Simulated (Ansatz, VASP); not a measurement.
**One calculation of CdH2O2, two programs**

```
Cd H O
1.0
     3.73457    0.00000    0.00000
    -1.86728    3.23423    0.00000
     0.00000    0.00000    4.31965
Cd H O
1 2 2
Direct
  0.33333 0.66667 0.98730
  0.00000 0.00000 0.00808
  0.66667 0.33333 0.43189
  0.00000 0.00000 0.78619
  0.66667 0.33333 0.21189
```

Alike in both runs: task single point; functional PBEsol; dispersion D3(BJ); k mesh 6 × 6 × 4; no spin polarisation.

|  | VASP | Ansatz |
| --- | --- | --- |
| version | VASP 6.6.1 | Ansatz 0.2.0 |
| potentials or method | VASP PAW PBE potentials, release 64 (Cd_sv_GW, H, O), cutoff 600 eV | plane waves, PAW |
| occupations | gaussian, width 0.01 eV | fixed |
| valence electrons in the cell | 34 | 34 |

|  | VASP | Ansatz | Ansatz less VASP |
| --- | --- | --- | --- |
| pressure (GPa) | 1.7 | 1.8 | +0.12 |
| traceless stress, the component that is largest in VASP (GPa) | 5.35 | 4.66 | -0.690 |

VASP's potentials were made for PBE, not for PBEsol.
